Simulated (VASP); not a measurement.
Nb, 1 atom in the cell. Symmetry: Im-3m, No. 229, cubic system. Conventional cell: a = 3.266 Å, b = 3.266 Å, c = 3.266 Å, α = 90.00°, β = 90.00°, γ = 90.00°. Within 3.7 Å of Nb (site symmetry m-3m) lie 14 Nb at 2.83 to 3.27 Å. 

```yaml
Program: VASP 6.6.1
Task: single point
Functional: PBE
Dispersion: D3(BJ)
Potentials_or_basis: VASP PAW PBE potentials, release 64 (Nb_sv)
Cutoff: 520 eV
k_mesh: 18 × 18 × 18
Occupations: gaussian, width 0.1 eV
Spin: no spin polarisation
Dipole_correction: no
Further_INCAR_settings: ALGO = Normal; EDIFF = 1e-06; NBANDS = 12
```

Potentials or basis: VASP PAW PBE potentials, release 64 (Nb_sv).

Command:

```sh
$ cat potpaw_PBE.64/Nb_sv/POTCAR > POTCAR
$ mpirun -np 1 vasp_std > vasp.out
```

Hardware: 1 thread of Intel(R) Xeon(R) 6975P-C (Granite Rapids), with other jobs on the host.

Q: Estimate the wall time of this run.

A: It took 12 s on 1 thread of Intel(R) Xeon(R) 6975P-C (Granite Rapids), on a shared host, peak memory 0.17 GiB. Counts: scf iterations 12, k points 195.
